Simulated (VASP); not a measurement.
# Lu (Fd-3m) in VASP: a series of runs

Runs on Lu. Level: PBE. Tasks: relaxation of cell and atoms, single point.

All numbers are computed with VASP 6.6.1; they aren't measurements. Logs are shortened: lines on timing, memory, paths and dates and some standing lists are left out, and cuts for length are marked.

## (1) The cell of the first run

It takes space group Fd-3m (No. 227, cubic). The conventional cell has a = 6.632 Å, b = 6.632 Å, c = 6.632 Å, α = 90.00°, β = 90.00°, γ = 90.00°. Within 3.8 Å of Lu (site symmetry -43m) lie 4 Lu at 2.87 Å.

This isn't the form of Lu at room conditions, which is hcp.

## (2) Relaxation of cell and atoms, PBE

INCAR reads:

```
PREC = Accurate
ENCUT = 600
EDIFF = 1E-6
ISMEAR = -1
SIGMA = 0.08
LREAL = False
LASPH = True
NELM = 100
ALGO = Normal
ISIF = 3
LWAVE = False
LCHARG = False
GGA = PE
IBRION = 2
NSW = 60
EDIFFG = -0.005
```

KPOINTS reads:

```
regular mesh
0
Gamma
  10 10 10
```

POSCAR reads:

```
Lu
1.0
    0.0000000000      3.3160452135      3.3160452135
    3.3160452135      0.0000000000      3.3160452135
    3.3160452135      3.3160452135      0.0000000000
Lu
2
Direct
   -0.1250000000     -0.1250000000     -0.1250000000
    0.1250000000      0.1250000000      0.1250000000
```

Potentials or basis: VASP PAW PBE potentials, release 64 (Lu).

Run with:

```sh
$ cat potpaw_PBE.64/Lu/POTCAR > POTCAR
$ mpirun -np 1 vasp_std > vasp.out
```

OUTCAR:

```text
PREC = Accurate
   ENCUT = 600
   EDIFF = 1E-6
   ISMEAR = -1
   LREAL = False
   LASPH = True
   NELM = 100
   ISIF = 3
   GGA = PE
   IBRION = 2
   NSW = 60
   EDIFFG = -0.005

 ion  position               nearest neighbor table
   1  0.875  0.875  0.875-   2 2.87   2 2.87   2 2.87   2 2.87
   2  0.125  0.125  0.125-   1 2.87   1 2.87   1 2.87   1 2.87

  LATTYP: Found a face centered cubic cell.
 ALAT       =     6.6320904270

  Lattice vectors:

 A1 = (   0.0000000000,   3.3160452135,   3.3160452135)
 A2 = (   3.3160452135,   0.0000000000,   3.3160452135)
 A3 = (   3.3160452135,   3.3160452135,   0.0000000000)

Analysis of symmetry for initial positions (statically):
=====================================================================
 Subroutine PRICEL returns:
 Original cell was already a primitive cell.

 Routine SETGRP: Setting up the symmetry group for a
 face centered cubic supercell.

 Subroutine GETGRP returns: Found 48 space group operations
 (whereof 12 operations were pure point group operations)
 out of a pool of 48 trial point group operations.

The static configuration has the point symmetry D_3d.
 The point group associated with its full space group is O_h .

Analysis of symmetry for dynamics (positions and initial velocities):
=====================================================================
 Subroutine PRICEL returns:
 Original cell was already a primitive cell.

 Routine SETGRP: Setting up the symmetry group for a
 face centered cubic supercell.

 Subroutine GETGRP returns: Found 48 space group operations
 (whereof 12 operations were pure point group operations)
 out of a pool of 48 trial point group operations.

The dynamic configuration has the point symmetry D_3d.
 The point group associated with its full space group is O_h .

 Subroutine INISYM returns: Found 48 space group operations
 (whereof 12 operations are pure point group operations),
 and found     1 'primitive' translations

----------------------------------------------------------------------------------------

                                     Primitive cell

  volume of cell :      72.9275

  direct lattice vectors                    reciprocal lattice vectors
     0.000000000  3.316045213  3.316045213    -0.150782021  0.150782021  0.150782021
     3.316045213  0.000000000  3.316045213     0.150782021 -0.150782021  0.150782021
     3.316045213  3.316045213  0.000000000     0.150782021  0.150782021 -0.150782021

  length of vectors
     4.689596114  4.689596114  4.689596114     0.261162122  0.261162122  0.261162122

[... 97 lines left out ...]
   IALGO  =     38    algorithm
   IMIX   =      4    mixing-type and parameters
     AMIX     =   0.40;   BMIX     =  1.00
     AMIX_MAG =   1.60;   BMIX_MAG =  1.00
  volume/ion in A,a.u.               =      36.46       246.07
  Fermi-wavevector in a.u.,A,eV,Ry     =   1.443559  2.727930 28.352652  2.083861
  Thomas-Fermi vector in A             =   2.561953
   LORBIT       =      0    0 simple, 1 ext, 2 COOP (PROOUT), +10 PAW based schemes
   GGA     = PE    functional components
   LHFCALC =     F    Hartree Fock is set to
   AEXX    =    0.0000 exact exchange contribution
   IVDW    =     0    specifies the selected vdW correction
   LEPSILON=     F    determine dielectric tensor
   LRPA    =     F    only Hartree local field effects (RPA)
 conjugate gradient relaxation of ions
 non-spin polarized calculation
  energy-cutoff  :      600.00
  volume of cell :       72.93
 maximum number of plane-waves:      2454
 NGX is ok and might be reduce to    40
   NGX = 19   NGY = 19   NGZ = 19

--------------------------------------- Ionic step        1  -------------------------------------------

 number of electron      50.0000012 magnetization

 Free energy of the ion-electron system (eV)
  ---------------------------------------------------
  ext. energy  EPLUGINS =         0.00000000
  ---------------------------------------------------
  free energy    TOTEN  =        -4.72851789 eV

  energy without entropy =       -4.65584306  energy(sigma->0) =       -4.69218047

------------------------ aborting loop because EDIFF is reached ----------------------------------------

  FORCE on cell =-STRESS in cart. coord.  units (eV):
  Direction    XX          YY          ZZ          XY          YZ          ZX
  --------------------------------------------------------------------------------------
  -------------------------------------------------------------------------------------
  Total        2.0332045      2.0332045      2.0332045      0.0000000      0.0000000      0.0000000
  in kB       44.6683911     44.6683911     44.6683911      0.0000000      0.0000000      0.0000000
  external PRESSURE =      44.6683911 kB  Pullay stress =       0.0000000 kB
[... 89 lines left out ...]
  FREE ENERGIE OF THE ION-ELECTRON SYSTEM (eV)
  ---------------------------------------------------
  free  energy   TOTEN  =        -5.0872175925 eV

  energy  without entropy=       -4.9800385556  energy(sigma->0) =       -5.03362807

 E-fermi :  -0.0185     XC(G=0):  -8.0360

 val. band max:       -0.0252525615   @ k =  -0.4000   0.2000   0.1000
 cond. band min:      -0.0132238543   @ k =   0.5000   0.2000   0.1000
 fundamental gap:      0.0120287072
 Fermi energy:        -0.0184509928

 k-point     1 :       0.0000    0.0000    0.0000
  band No.  band energies     occupation
      1     -57.3079      2.00000
      2     -57.2597      2.00000
      3     -28.0394      2.00000
      4     -28.0394      2.00000
      5     -28.0394      2.00000
      6     -27.7855      2.00000
[... 781 lines left out ...]
     29       1.1413      0.00000
     30       1.9323      0.00000

 [... further k-points ...]

[... ionic steps 4 to 24 ...]

--------------------------------------- Ionic step       25  -------------------------------------------

 number of electron      49.9999986 magnetization

------------------------ aborting loop because EDIFF is reached ----------------------------------------
[... 67 lines left out ...]
--------------------------------------- Ionic step       27  -------------------------------------------

 number of electron      49.9999985 magnetization

 Free energy of the ion-electron system (eV)
  ---------------------------------------------------
  ext. energy  EPLUGINS =         0.00000000
  ---------------------------------------------------
  free energy    TOTEN  =        -5.09409289 eV

  energy without entropy =       -4.99075465  energy(sigma->0) =       -5.04242377

 E-fermi :   0.0203     XC(G=0):  -8.1051

 val. band max:        0.0199320956   @ k =  -0.2000   0.1000   0.0000
 cond. band min:       0.0219952622   @ k =  -0.4000   0.2000   0.1000
 fundamental gap:      0.0020631667
 Fermi energy:         0.0203066791

 k-point     1 :       0.0000    0.0000    0.0000
  band No.  band energies     occupation
      1     -57.2343      2.00000
      2     -57.1821      2.00000
      3     -27.9743      2.00000
      4     -27.9743      2.00000
      5     -27.9743      2.00000
      6     -27.7057      2.00000
[... 812 lines left out ...]
  FREE ENERGIE OF THE ION-ELECTRON SYSTEM (eV)
  ---------------------------------------------------
  free  energy   TOTEN  =        -5.0940928869 eV

  energy  without entropy=       -4.9907546456  energy(sigma->0) =       -5.04242377

 reached required accuracy - stopping structural energy minimisation
```

OSZICAR:

```text
N       E                     dE             d eps       ncg     rms          rms(c)
DAV:   1     0.307784673933E+03    0.30778E+03   -0.21518E+04  3882   0.596E+03
DAV:   2     0.336321139278E+02   -0.27415E+03   -0.26606E+03  3200   0.614E+02
DAV:   3     0.413871292167E+00   -0.33218E+02   -0.32386E+02  3678   0.142E+02
[... 242 lines left out ...]
DAV:   5    -0.509334829262E+01   -0.20489E-02   -0.22850E-03  4866   0.196E-01    0.114E-01
DAV:   6    -0.509405621099E+01   -0.70792E-03   -0.15678E-03  4698   0.292E-01    0.933E-03
DAV:   7    -0.509406820957E+01   -0.11999E-04   -0.13506E-04  4066   0.407E-02    0.263E-02
DAV:   8    -0.509409191497E+01   -0.23705E-04   -0.76374E-05  4492   0.552E-02    0.537E-03
DAV:   9    -0.509409288694E+01   -0.97196E-06   -0.39629E-06  3270   0.109E-02
  27 F= -.50940929E+01 E0= -.50424238E+01  d E =-.267478E-05
```

Run time: 36 min. Hardware: 1 thread of Intel Xeon Platinum 8259CL at 2.50GHz (Skylake/Cascade Lake), shared host; peak memory 0.32 GiB.

Results:

```
Free energy                           : -5.0941 eV
Relaxed volume                        : 50.56 Å³/atom
Relaxed cell                          : a = 5.229 Å, b = 5.229 Å, c = 5.229 Å, α = 60.00°, β = 60.00°, γ = 60.00°
Space group after relaxing (to 0.1 Å) : Fd-3m (No. 227)
Energy gained by relaxing             : 182.8 meV/atom
Ionic steps                           : 27
Pressure after relaxing               : 0.0 GPa
Band gap on the k mesh                : zero (bands 25 and 26 overlap by 1.11 eV)
```

The path:
| step | energy change (eV) | largest force (eV/Å) | pressure (GPa) | volume (Å³) |
| --- | --- | --- | --- | --- |
| 1 | 0.0000 | 0.0000 | 4.47 | 72.93 |
| 2 | -0.2397 | 0.0000 | 2.43 | 84.19 |
| 3 | -0.3587 | 0.0000 | -0.37 | 105.86 |
| 4 | -0.3655 | 0.0000 | -0.05 | 102.12 |
| 5 | -0.3656 | 0.0000 | -0.03 | 101.47 |
| 6 | -0.3654 | 0.0000 | 0.05 | 100.67 |
| 7 | -0.3654 | 0.0000 | 0.09 | 100.67 |
| 8 | -0.3654 | 0.0000 | 0.08 | 100.69 |
| 9 | -0.3654 | 0.0000 | 0.12 | 100.69 |
| 10 | -0.3654 | 0.0000 | 0.10 | 100.69 |
| 11 | -0.3654 | 0.0000 | 0.10 | 100.69 |
| 12 | -0.3654 | 0.0000 | 0.09 | 100.69 |
| 13 | -0.3654 | 0.0000 | 0.05 | 100.69 |
| 14 | -0.3654 | 0.0000 | 0.11 | 100.69 |
| 15 | -0.3654 | 0.0000 | 0.19 | 100.70 |
| 16 | -0.3654 | 0.0000 | 0.07 | 100.72 |
| 17 | -0.3654 | 0.0000 | 0.11 | 100.76 |
| 18 | -0.3655 | 0.0000 | 0.14 | 100.83 |
| 19 | -0.3655 | 0.0000 | 0.09 | 100.97 |
| 20 | -0.3656 | 0.0000 | 0.07 | 101.26 |
| 21 | -0.3656 | 0.0000 | 0.03 | 101.84 |
| 22 | -0.3648 | 0.0000 | -0.15 | 102.99 |
| 23 | -0.3655 | 0.0000 | -0.12 | 102.05 |
| 24 | -0.3656 | 0.0000 | -0.07 | 101.88 |
| 25 | -0.3656 | 0.0000 | -0.07 | 101.86 |
| 26 | -0.3656 | 0.0000 | -0.05 | 101.64 |
| 27 | -0.3656 | 0.0000 | -0.01 | 101.12 |

Final structure:
```
Lu
1.0
     0.00000    3.69768    3.69768
     3.69768    0.00000    3.69768
     3.69768    3.69768    0.00000
Lu
2
Direct
  0.87500 0.87500 0.87500
  0.12500 0.12500 0.12500
```

Caveat: the volume moved by over 15 % at a fixed basis, so the end points are rough; spin-orbit coupling is left out, which moves the levels of the heavy elements.

## (3) Single point, PBE (45.62 Å³/atom)

This run uses another cell than the first one, of 45.62 Å³/atom.

INCAR reads:

```
ALGO = Normal
EDIFF = 1E-6
ENCUT = 520
GGA = PE
ISIF = 2
ISMEAR = -1
LASPH = T
LCHARG = F
LREAL = F
LWAVE = F
NBANDS = 32
NELM = 100
PREC = Accurate
SIGMA = 0.08
```

KPOINTS reads:

```
k-points
0
Gamma
  10 10 10
```

POSCAR reads:

```
Lu
1.0
    0.0000000000      3.5731071276      3.5731071276
    3.5731071276      0.0000000000      3.5731071276
    3.5731071276      3.5731071276      0.0000000000
Lu
2
Direct
   -0.1250000000     -0.1250000000     -0.1250000000
    0.1250000000      0.1250000000      0.1250000000
```

Potentials or basis: VASP PAW PBE potentials, release 64 (Lu).

Run with:

```sh
$ cat potpaw_PBE.64/Lu/POTCAR > POTCAR
$ mpirun -np 1 vasp_std > vasp.out
```

OUTCAR:

```text
EDIFF = 1E-6
   ENCUT = 520
   GGA = PE
   ISIF = 2
   ISMEAR = -1
   LASPH = T
   LREAL = F
   NELM = 100
   PREC = Accurate

 ion  position               nearest neighbor table
   1  0.875  0.875  0.875-   2 3.09   2 3.09   2 3.09   2 3.09
   2  0.125  0.125  0.125-   1 3.09   1 3.09   1 3.09   1 3.09

  LATTYP: Found a face centered cubic cell.
 ALAT       =     7.1462142552

  Lattice vectors:

[... 1025 lines left out ...]
     32       3.8616      0.00000

 [... further k-points ...]

------------------------ aborting loop because EDIFF is reached ----------------------------------------

  FORCE on cell =-STRESS in cart. coord.  units (eV):
  Direction    XX          YY          ZZ          XY          YZ          ZX
  --------------------------------------------------------------------------------------
  -------------------------------------------------------------------------------------
  Total        0.7970398      0.7970398      0.7970398     -0.0000000     -0.0000000     -0.0000000
  in kB       13.9965975     13.9965975     13.9965975     -0.0000000     -0.0000000     -0.0000000
  external PRESSURE =      13.9965975 kB  Pullay stress =       0.0000000 kB

 VOLUME and BASIS-vectors are now :
 -----------------------------------------------------------------------------
  energy-cutoff  :      520.00
  volume of cell :       91.24
      direct lattice vectors                 reciprocal lattice vectors
     0.000000000  3.573107128  3.573107128    -0.139934232  0.139934232  0.139934232
     3.573107128  0.000000000  3.573107128     0.139934232 -0.139934232  0.139934232
     3.573107128  3.573107128  0.000000000     0.139934232  0.139934232 -0.139934232

 POSITION                                       TOTAL-FORCE (eV/Angst)
 -----------------------------------------------------------------------------------
      6.25294      6.25294      6.25294         0.000000     -0.000000     -0.000000
      0.89328      0.89328      0.89328        -0.000000      0.000000      0.000000
 -----------------------------------------------------------------------------------
    total drift:                                0.000000      0.000000     -0.000000

  FREE ENERGIE OF THE ION-ELECTRON SYSTEM (eV)
  ---------------------------------------------------
  free  energy   TOTEN  =        -5.0540519146 eV

  energy  without entropy=       -4.9585388114  energy(sigma->0) =       -5.00629536
```

stdout:

```text
POSCAR found type information on POSCAR Lu
 POSCAR found :  1 types and       2 ions
 scaLAPACK will be used
 LDA part: xc-table for (Slater+PW92), standard interpolation
 POSCAR, INCAR and KPOINTS ok, starting setup
 FFT: planning ... GRIDC
 FFT: planning ... GRID_SOFT
 FFT: planning ... GRID
 WAVECAR not read
 entering main loop
```

It took 69 s on 1 thread of Intel Xeon 6975P-C (Granite Rapids), shared host; peak memory 0.3 GiB.

Results:

```
Free energy            : -5.0541 eV
Pressure               : 1.4 GPa
Band gap on the k mesh : zero (bands 25 and 26 overlap by 1.34 eV)
```

Caveat: spin-orbit coupling is left out, which moves the levels of the heavy elements.

## (4) Single point, PBE (45.62 Å³/atom)

This run uses another cell than the first one, of 45.62 Å³/atom.

INCAR reads:

```
SYSTEM = Lu
PREC = Accurate
ENCUT = 520
EDIFF = 1E-6
ISMEAR = -1
SIGMA = 0.08
LREAL = .False.
LASPH = .True.
NELM = 60
ALGO = Normal
ISIF = 2
LWAVE = .False.
LCHARG = .True.
GGA = PE
LELF = .True.
LVHAR = .True.
NBANDS = 32
```

KPOINTS reads:

```
Automatic mesh
0
Gamma
  10 10 10
  0 0 0
```

POSCAR is that of step 3.

Run with:

```sh
$ cat potpaw_PBE.64/Lu/POTCAR > POTCAR
$ mpirun -np 1 vasp_std > vasp.out
```

Wall time 65 s (1 thread of Intel Xeon 6975P-C (Granite Rapids), shared host); peak memory 0.3 GiB.

The run converged. Its results:

* Free energy: -5.0541 eV
* Pressure: 1.4 GPa
* Band gap on the k mesh: zero (bands 25 and 26 overlap by 1.34 eV)

Levels at points of the mesh, in eV from the Fermi level:
```tsv
k point	band 21	band 22	band 23	band 24	band 25	band 26	band 27	band 28	band 29	band 30
(0.00, 0.00, 0.00)	-5.70	-5.70	-4.58	0.34	0.34	0.54	0.54	0.54	2.01	2.01
(0.50, 0.00, 0.00)	-5.70	-5.70	-2.85	-0.92	0.26	0.26	0.31	0.74	0.74	2.80
(0.50, 0.50, 0.00)	-5.71	-5.71	-1.38	-1.38	-0.64	-0.64	0.90	0.90	2.40	2.40
```

Caveat: spin-orbit coupling is left out, which moves the levels of the heavy elements.

## (5) Single point, PBE

This run uses another cell than the first one, of 50.69 Å³/atom.

INCAR reads:

```
PREC = Accurate
ENCUT = 520
EDIFF = 1E-7
ISMEAR = -1
SIGMA = 0.08
LREAL = F
LASPH = T
NELM = 80
ALGO = Normal
ISIF = 2
LWAVE = F
LCHARG = F
GGA = PE
NBANDS = 32
```

KPOINTS reads:

```
Automatic mesh
0
Gamma
  10 10 10
```

POSCAR reads:

```
Lu
1.0
    0.0000000000      3.7008248714      3.7008248714
    3.7008248714      0.0000000000      3.7008248714
    3.7008248714      3.7008248714      0.0000000000
Lu
2
Direct
   -0.1250000000     -0.1250000000     -0.1250000000
    0.1250000000      0.1250000000      0.1250000000
```

Run with:

```sh
$ cat potpaw_PBE.64/Lu/POTCAR > POTCAR
$ mpirun -np 1 vasp_std > vasp.out
```

Wall time 70 s (1 thread of Intel Xeon 6975P-C (Granite Rapids), shared host); peak memory 0.31 GiB.

Results (log left out):

| Property | Result |
| --- | --- |
| Free energy | -5.0991 eV |
| Pressure | 0.1 GPa |
| Band gap on the k mesh | zero (bands 25 and 26 overlap by 1.11 eV) |

Levels at points of the mesh, in eV from the Fermi level:
```tsv
k point	band 20	band 21	band 22	band 23	band 24	band 25	band 26	band 27	band 28	band 29
(0.00, 0.00, 0.00)	-5.87	-5.87	-5.86	-4.45	0.38	0.38	0.44	0.44	0.44	1.81
(0.50, 0.00, 0.00)	-5.88	-5.87	-5.87	-2.90	-0.99	0.24	0.30	0.30	0.65	0.65
(0.50, 0.50, 0.00)	-5.88	-5.88	-5.88	-1.56	-1.56	-0.52	-0.52	0.80	0.80	2.23
```

Caveat: spin-orbit coupling is left out, which moves the levels of the heavy elements.

## (6) Overview

```tsv
task	cell	cutoff (eV)	gap on the mesh (eV)	pressure (GPa)
relaxation of cell and atoms	relaxed from a = 4.690 Å, angles 60.0°, 2 atoms	600	none	0.0
single point	a = 5.053 Å, angles 60.0°, 2 atoms	520	none	1.4
single point	a = 5.234 Å, angles 60.0°, 2 atoms	520	none	0.1
```

Alike in all rows: level PBE; potentials or basis VASP PAW PBE potentials, release 64 (Lu); no spin polarisation; k mesh 10 × 10 × 10; smearing fermi-dirac 0.08 eV.

Caveats: spin-orbit coupling is left out, which moves the levels of the heavy elements; the volume moved by over 15 % at a fixed basis, so the end points are rough (at least some runs).

Total energies depend on the potentials used, so only differences within one code and one set of settings carry meaning.
